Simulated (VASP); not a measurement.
Write the native input for VASP 6.6.1 that does the following.

```yaml
Task: single point
Functional: r2SCAN
Potentials_or_basis: VASP PAW PBE potentials, release 64 (Pb_d, S)
Cutoff: 520 eV
k_mesh: 8 × 8 × 8
Occupations: fermi-dirac, width 0.05 eV
Spin: no spin polarisation
Dipole_correction: no
Further_INCAR_settings: ALGO = Normal; EDIFF = 1e-06; NBANDS = 17
```

PbS:

```xyz
2
Lattice="2.1541 1.2437 3.5196 -2.1541 1.2437 3.5196 0.0000 -2.4873 3.5196" Properties=species:S:1:pos:R:3 pbc="T T T"
Pb    0.0000    0.0000   10.3537
S     0.0000    0.0000    5.0158
```

The input as run:

POSCAR

```
PbS
1.0
    2.1540969647      1.2436684624      3.5196180723
   -2.1540969647      1.2436684624      3.5196180723
    0.0000000000     -2.4873369248      3.5196180723
Pb S
1 1
Direct
    0.9805657800      0.9805657800      0.9805657800
    0.4750355500      0.4750355500      0.4750355500
```

INCAR.step1

```
PREC = Accurate
ENCUT = 520
ISMEAR = -1
SIGMA = 0.05
LREAL = False
LASPH = True
NELM = 80
NBANDS = 17
GGA = PE
ALGO = Normal
EDIFF = 1E-4
LWAVE = True
LCHARG = False
```

INCAR.step2

```
PREC = Accurate
ENCUT = 520
EDIFF = 1E-6
ISMEAR = -1
SIGMA = 0.05
LREAL = False
LASPH = True
NELM = 80
ALGO = Normal
ISIF = 2
LWAVE = False
LCHARG = True
METAGGA = R2SCAN
LMIXTAU = True
LELF = True
LVHAR = True
NBANDS = 17
ISTART = 1
```

KPOINTS

```
Automatic mesh
0
Gamma
  8 8 8
```

Potentials or basis: VASP PAW PBE potentials, release 64 (Pb_d, S).

Launch:

```console
$ cat potpaw_PBE.64/Pb_d/POTCAR potpaw_PBE.64/S/POTCAR > POTCAR
$ cp INCAR.step1 INCAR
$ mpirun -np 1 vasp_std > vasp.out
$ cp INCAR.step2 INCAR
$ mpirun -np 1 vasp_std > vasp.out
```

It gave:

```
Pressure               : -3.0 GPa
Largest force          : 0.019 eV/Å
Band gap on the k mesh : 0.91 eV
```

Caveat: the cell stands under tension; the PAW data sets were made with another functional, which shifts forces and pressure a little; spin-orbit coupling is left out, which moves the levels of the heavy elements.

Run time: 2.5 min on 1 thread of Intel Xeon 8259CL (shared host), peak memory 0.22 GiB.
